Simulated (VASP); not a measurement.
# InRu (R-3m) in VASP: single point with r2SCAN

Aim: the single point of InRu with r2SCAN.

Program: VASP 6.6.1. These are calculated values, not measurements. Logs are shortened: lines on timing, memory, paths and dates and some standing lists are left out, and cuts for length are marked.

## 1. The cell of the first run

It takes space group R-3m (No. 166, trigonal). Conventional cell: a = 3.279 Å, b = 3.279 Å, c = 12.086 Å, α = 90.00°, β = 90.00°, γ = 120.00°. Within 3.6 Å of In (site symmetry -3m) lie 6 Ru at 2.76 Å and 6 In at 3.28 Å. Ru (site symmetry -3m) has 6 In at 2.76 Å and 6 Ru at 3.28 Å within 3.6 Å.

## 2. Single point, r2SCAN

Contents of POSCAR:

```
InRu
1.0
    3.2786270000      0.0000000000      0.0000000000
   -1.6393140000      2.8393810000      0.0000000000
   -1.6393140000      0.9464600000      4.0288290000
In Ru
1 1
Direct
    0.5000000000      0.5000000000      0.5000000000
    0.0000000000      0.0000000000      0.0000000000
```

Contents of INCAR.step1:

```
SYSTEM = InRu
PREC = Accurate
ENCUT = 520
ISMEAR = -1
SIGMA = 0.1
LREAL = .FALSE.
LASPH = .TRUE.
NELM = 100
NBANDS = 20
GGA = PE
ALGO = Normal
EDIFF = 1E-4
LWAVE = .TRUE.
LCHARG = .FALSE.
```

Contents of INCAR.step2:

```
SYSTEM = InRu
PREC = Accurate
ENCUT = 520
EDIFF = 1E-6
ISMEAR = -1
SIGMA = 0.1
LREAL = .FALSE.
LASPH = .TRUE.
NELM = 100
ALGO = Normal
ISIF = 2
LWAVE = .FALSE.
LCHARG = .FALSE.
METAGGA = R2SCAN
LMIXTAU = .TRUE.
NBANDS = 20
ISTART = 1
```

Contents of KPOINTS:

```
Automatic mesh
0
G
  12 12 12
  0 0 0
```

Potentials or basis: VASP PAW PBE potentials, release 64 (In_d, Ru_pv).

On the command line:

```console
cat potpaw_PBE.64/In_d/POTCAR potpaw_PBE.64/Ru_pv/POTCAR > POTCAR
cp INCAR.step1 INCAR
mpirun -np 1 vasp_std > vasp.out
cp INCAR.step2 INCAR
mpirun -np 1 vasp_std > vasp.out
```

OUTCAR:

```text
SYSTEM = InRu
   PREC = Accurate
   ENCUT = 520
   EDIFF = 1E-6
   ISMEAR = -1
   LREAL = .FALSE.
   LASPH = .TRUE.
   NELM = 100
   ISIF = 2
   METAGGA = R2SCAN
   ISTART = 1

 ion  position               nearest neighbor table
   1  0.500  0.500  0.500-   2 2.76   2 2.76   2 2.76   2 2.76   2 2.76   2 2.76
   2  0.000  0.000  0.000-   1 2.76   1 2.76   1 2.76   1 2.76   1 2.76   1 2.76

  LATTYP: Found a trigonal (rhomboedric) cell.
 ALAT       =     4.4513593467
 COS(alpha) =     0.7287497272

  Lattice vectors:

 A1 = (  -1.6393140000,   0.9464600000,   4.0288290000)
 A2 = (  -0.0000000000,  -1.8929210000,   4.0288290000)
 A3 = (   1.6393130000,   0.9464600000,   4.0288290000)

Analysis of symmetry for initial positions (statically):
=====================================================================
 Subroutine PRICEL returns:
 Original cell was already a primitive cell.

 Routine SETGRP: Setting up the symmetry group for a
 trigonal (rhombohedral) supercell.

 Subroutine GETGRP returns: Found 12 space group operations
 (whereof 12 operations were pure point group operations)
 out of a pool of 12 trial point group operations.

The static configuration has the point symmetry D_3d.

Analysis of symmetry for dynamics (positions and initial velocities):
=====================================================================
 Subroutine PRICEL returns:
 Original cell was already a primitive cell.

 Routine SETGRP: Setting up the symmetry group for a
 trigonal (rhombohedral) supercell.

 Subroutine GETGRP returns: Found 12 space group operations
 (whereof 12 operations were pure point group operations)
 out of a pool of 12 trial point group operations.

The dynamic configuration has the point symmetry D_3d.

 Subroutine INISYM returns: Found 12 space group operations
 (whereof 12 operations are pure point group operations),
 and found     1 'primitive' translations

----------------------------------------------------------------------------------------

                                     Primitive cell

  volume of cell :      37.5055

  direct lattice vectors                    reciprocal lattice vectors
     3.278627000  0.000000000  0.000000000     0.305005723  0.176094773  0.082737067
    -1.639314000  2.839381000  0.000000000     0.000000000  0.352189438 -0.082736998
    -1.639314000  0.946460000  4.028829000     0.000000000  0.000000000  0.248211081

  length of vectors
     3.278627000  3.278633077  4.451359347     0.361777947  0.361777295  0.248211081

  position of ions in fractional coordinates (direct lattice)
     0.500000000  0.500000000  0.500000000
     0.000000000  0.000000000  0.000000000

  ion indices of the primitive-cell ions
   primitive index   ion index
                 1           1
                 2           2

----------------------------------------------------------------------------------------

 KPOINTS: Automatic mesh

Automatic generation of k-mesh.
 Grid dimensions read from file:
 generate k-points for:   12   12   12

 Generating k-lattice:

  Cartesian coordinates                     Fractional coordinates (reciprocal lattice)
     0.025417144  0.014674564  0.006894756     0.083333333  0.000000000  0.000000000
     0.000000000  0.029349120 -0.006894750     0.000000000  0.083333333  0.000000000
     0.000000000  0.000000000  0.020684257     0.000000000  0.000000000  0.083333333

  Length of vectors
     0.030148162  0.030148108  0.020684257

  Shift w.r.t. Gamma in fractional coordinates (k-lattice)
     0.000000000  0.000000000  0.000000000

 Subroutine IBZKPT returns following result:
 ===========================================

 Found    189 irreducible k-points:

 Following reciprocal coordinates:
            Coordinates               Weight
  0.000000  0.000000  0.000000      1.000000
  0.083333 -0.000000  0.000000      6.000000
  0.166667 -0.000000 -0.000000      6.000000
  0.250000 -0.000000 -0.000000      6.000000
  0.333333 -0.000000 -0.000000      6.000000
  0.416667 -0.000000 -0.000000      6.000000
[... 16 lines left out ...]
  0.500000  0.166667 -0.000000     12.000000
 -0.416667  0.166667  0.000000     12.000000
 [... further k-points ...]
   k-points           NKPTS =    189   k-points in BZ     NKDIM =    189   number of bands    NBANDS=     20
   number of dos      NEDOS =    301   number of ions     NIONS =      2
   total plane-waves  NPLWV =  20736
   dimension x,y,z NGX =    24 NGY =   24 NGZ =   36
   dimension x,y,z NGXF=    48 NGYF=   48 NGZF=   72
   ions per type =               1   1
   NGX,Y,Z   is equivalent  to a cutoff of  12.17, 12.17, 13.45 a.u.
   NGXF,Y,Z  is equivalent  to a cutoff of  24.34, 24.34, 26.89 a.u.
 SYSTEM =  InRu
   PREC   = accura    normal or accurate (medium, high low for compatibility)
   ISTART =      1    job   : 0-new  1-cont  2-samecut
   ICHARG =      0    charge: 1-file 2-atom 10-const
   ISPIN  =      1    spin polarized calculation?
   LNONCOLLINEAR =      F non collinear calculations
   LSORBIT =      F    spin-orbit coupling
   LASPH  =      T    aspherical Exc in radial PAW
   ENCUT  =  520.0 eV  38.22 Ry    6.18 a.u.   6.10  6.10  8.28*2*pi/ulx,y,z
   NELM   =    100;   NELMIN=  2; NELMDL=  0     # of ELM steps
   EDIFF  = 0.1E-05   stopping-criterion for ELM
   LREAL  =      F    real-space projection
   EDIFFG = 0.1E-04   stopping-criterion for IOM
   NSW    =      0    number of steps for IOM
   IBRION =     -1    ionic relax: 0-MD 1-quasi-New 2-CG
   NFREE  =      0    steps in history (QN), initial steepest desc. (CG)
   ISIF   =      2    stress and relaxation
   ISYM   =      2    0-nonsym 1-usesym 2-fastsym
   POTIM  = 0.5000    time-step for ionic-motion
   TEBEG  =    0.0;   TEEND  =   0.0 temperature during run
   PSTRESS=    0.0 pullay stress
   NELECT =      27.0000    total number of electrons
   NUPDOWN=      -1.0000    fix difference up-down
   EMIN   =  10.00;   EMAX   =-10.00  energy-range for DOS
   EFERMI =   0.00;   METHOD = LEGACY
   ISMEAR =    -1;   SIGMA  =   0.10  broadening in eV -4-tet -1-fermi 0-gaus
   EFERMI_NEDOS =   21; number of points for ismear=-14 and -15
   IALGO  =     38    algorithm
   IMIX   =      4    mixing-type and parameters
     AMIX     =   0.40;   BMIX     =  1.00
     AMIX_MAG =   1.60;   BMIX_MAG =  1.00
  volume/ion in A,a.u.               =      18.75       126.55
  Fermi-wavevector in a.u.,A,eV,Ry     =   1.467229  2.772661 29.290092  2.152761
  Thomas-Fermi vector in A             =   2.582872
   LORBIT       =      0    0 simple, 1 ext, 2 COOP (PROOUT), +10 PAW based schemes
   METAGGA = R2SCAN    functional components
   LHFCALC =     F    Hartree Fock is set to
   AEXX    =    0.0000 exact exchange contribution
   IVDW    =     0    specifies the selected vdW correction
   LEPSILON=     F    determine dielectric tensor
   LRPA    =     F    only Hartree local field effects (RPA)
 non-spin polarized calculation
  energy-cutoff  :      520.00
  volume of cell :       37.51
 maximum number of plane-waves:      1024
   NGX = 13   NGY = 13   NGZ = 17

 number of electron      27.0000001 magnetization

 Free energy of the ion-electron system (eV)
  ---------------------------------------------------
  ext. energy  EPLUGINS =         0.00000000
  ---------------------------------------------------
  free energy    TOTEN  =       -47.38455592 eV

  energy without entropy =      -47.33534978  energy(sigma->0) =      -47.35995285

 E-fermi :   9.2538     XC(G=0): -12.9650

 val. band max:        9.2476614419   @ k =   0.2500  -0.4167   0.2500
 cond. band min:       9.2548792479   @ k =  -0.3333   0.3333   0.0000
 fundamental gap:      0.0072178060
 Fermi energy:         9.2537607965

 k-point     1 :       0.0000    0.0000    0.0000
  band No.  band energies     occupation
      1     -33.9914      2.00000
      2     -33.9913      2.00000
      3     -33.8388      2.00000
      4      -5.4967      2.00000
      5      -5.4967      2.00000
      6      -5.4714      2.00000
[... 12 lines left out ...]
     19      19.6371      0.00000
     20      21.0014      0.00000

 k-point     2 :       0.0833   -0.0000    0.0000
  band No.  band energies     occupation
      1     -33.9989      2.00000
      2     -33.9933      2.00000
      3     -33.8381      2.00000
      4      -5.5029      2.00000
      5      -5.4727      2.00000
      6      -5.4505      2.00000
[... 12 lines left out ...]
     19      19.5643      0.00000
     20      20.9410      0.00000

 k-point     3 :       0.1667   -0.0000   -0.0000
  band No.  band energies     occupation
      1     -34.0196      2.00000
      2     -33.9985      2.00000
      3     -33.8361      2.00000
      4      -5.5243      2.00000
      5      -5.4078      2.00000
      6      -5.3899      2.00000
[... 12 lines left out ...]
     19      19.5642      0.00000
     20      20.7419      0.00000

 k-point     4 :       0.2500   -0.0000   -0.0000
  band No.  band energies     occupation
      1     -34.0477      2.00000
      2     -34.0057      2.00000
      3     -33.8333      2.00000
      4      -5.5548      2.00000
      5      -5.3304      2.00000
      6      -5.3260      2.00000
[... 12 lines left out ...]
     19      19.5640      0.00000
     20      20.1600      0.00000

 k-point     5 :       0.3333   -0.0000   -0.0000
  band No.  band energies     occupation
      1     -34.0758      2.00000
      2     -34.0129      2.00000
      3     -33.8306      2.00000
      4      -5.5858      2.00000
      5      -5.3682      2.00000
      6      -5.2793      2.00000
[... 12 lines left out ...]
     19      19.0896      0.00000
     20      19.5642      0.00000
[... 353 lines left out ...]
      6      -5.3280      2.00000
[... 12 lines left out ...]
     19      18.4542      0.00000
     20      19.0288      0.00000

 k-point    22 :       0.4167    0.1667   -0.0000
  band No.  band energies     occupation
      1     -34.0943      2.00000
      2     -34.0370      2.00000
      3     -33.8266      2.00000
      4      -5.5240      2.00000
      5      -5.3981      2.00000
      6      -5.3233      2.00000
[... 12 lines left out ...]
     19      18.2671      0.00000
     20      19.5636      0.00000

 k-point    23 :       0.5000    0.1667   -0.0000
  band No.  band energies     occupation
      1     -34.0893      2.00000
      2     -34.0339      2.00000
      3     -33.8275      2.00000
      4      -5.5213      2.00000
      5      -5.3935      2.00000
      6      -5.3191      2.00000
[... 12 lines left out ...]
     19      18.9504      0.00000
     20      19.5636      0.00000

 k-point    24 :      -0.4167    0.1667    0.0000
  band No.  band energies     occupation
      1     -34.0756      2.00000
      2     -34.0255      2.00000
      3     -33.8295      2.00000
      4      -5.5141      2.00000
      5      -5.3754      2.00000
      6      -5.3350      2.00000
[... 12 lines left out ...]
     19      19.5615      0.00000
     20      20.0062      0.00000

 [... further k-points ...]
[... 5 lines left out ...]
  --------------------------------------------------------------------------------------
  -------------------------------------------------------------------------------------
  Total       -2.5679788     -2.5679910     -0.7333148      0.0000005      0.0000001      0.0000001
  in kB     -109.7002200   -109.7007399    -31.3261140      0.0000193      0.0000026      0.0000026
  external PRESSURE =     -83.5756913 kB  Pullay stress =       0.0000000 kB

 VOLUME and BASIS-vectors are now :
 -----------------------------------------------------------------------------
  energy-cutoff  :      520.00
  volume of cell :       37.51
      direct lattice vectors                 reciprocal lattice vectors
     3.278627000  0.000000000  0.000000000     0.305005723  0.176094773  0.082737067
    -1.639314000  2.839381000  0.000000000     0.000000000  0.352189438 -0.082736998
    -1.639314000  0.946460000  4.028829000     0.000000000  0.000000000  0.248211081

 POSITION                                       TOTAL-FORCE (eV/Angst)
 -----------------------------------------------------------------------------------
     -0.00000      1.89292      2.01441         0.000000      0.000000      0.000000
      0.00000      0.00000      0.00000        -0.000000     -0.000000      0.000000
 -----------------------------------------------------------------------------------
    total drift:                                0.000000      0.000000     -0.000000

  FREE ENERGIE OF THE ION-ELECTRON SYSTEM (eV)
  ---------------------------------------------------
  free  energy   TOTEN  =       -47.3845559235 eV

  energy  without entropy=      -47.3353497753  energy(sigma->0) =      -47.35995285
```

Run time: 2.1 min. Hardware: 1 thread of Intel Xeon 6975P-C (Granite Rapids), shared host; peak memory 0.27 GiB.

What came out:

```yaml
Free_energy: -47.3846 eV
Pressure: -8.4 GPa
```

Stress tensor (GPa, compression positive):
```
-10.97   0.00   0.00
  0.00 -10.97   0.00
  0.00   0.00  -3.13
```

Levels at points of the mesh, in eV from the Fermi level:
| k point | band 11 | band 12 | band 13 | band 14 | band 15 | band 16 |
| --- | --- | --- | --- | --- | --- | --- |
| (0.00, 0.00, 0.00) | -1.14 | -1.14 | -0.28 | -0.28 | 0.87 | 7.22 |
| (0.50, 0.00, 0.00) | -3.34 | -1.76 | -1.43 | 0.54 | 2.24 | 5.25 |
| (0.50, 0.50, 0.00) | -2.49 | -0.57 | -0.44 | 0.58 | 0.60 | 2.84 |
| (0.00, 0.00, 0.50) | -1.48 | -1.48 | -1.31 | -0.50 | -0.50 | 10.31 |

Caveat: the PAW data sets were made with another functional, which shifts forces and pressure a little; spin-orbit coupling is left out, which moves the levels of the heavy elements.
